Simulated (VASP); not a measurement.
A run of VASP 6.6.1:

INCAR

```
ALGO = Normal
EDIFF = 1E-6
ENCUT = 520
GGA = PE
ISIF = 2
ISMEAR = -1
LASPH = True
LCHARG = False
LREAL = False
LWAVE = False
NBANDS = 24
NELM = 80
PREC = Accurate
SIGMA = 0.15
```

The input KPOINTS:

```
k-points
0
Gamma
  12 12 8
```

The input POSCAR:

```
PdPtSe2
1.0
    3.9235689930      0.0000000000      0.0000000000
   -1.9617844965      3.3979104214      0.0000000000
    0.0000000000      0.0000000000      5.7118959213
Pd Pt Se
1 1 2
Direct
    0.0000000000      0.0000000000      0.5000000000
    0.0000000000      0.0000000000      0.0000000000
    0.3333333333      0.6666666667      0.7662364424
    0.6666666667      0.3333333333      0.2337635576
```

Potentials or basis: VASP PAW PBE potentials, release 64 (Pd, Pt, Se).

Launch:

```bash
$ cat potpaw_PBE.64/Pd/POTCAR potpaw_PBE.64/Pt/POTCAR potpaw_PBE.64/Se/POTCAR > POTCAR
$ mpirun -np 1 vasp_std > vasp.out
```

Hardware: 1 thread of Intel Xeon 8259CL (shared host).

Problem. How long does it take, and how much memory?

Solution. It took 5.5 min on 1 thread of Intel Xeon 8259CL, on a shared host, peak memory 0.38 GiB. Counts: scf iterations 14, k points 131.
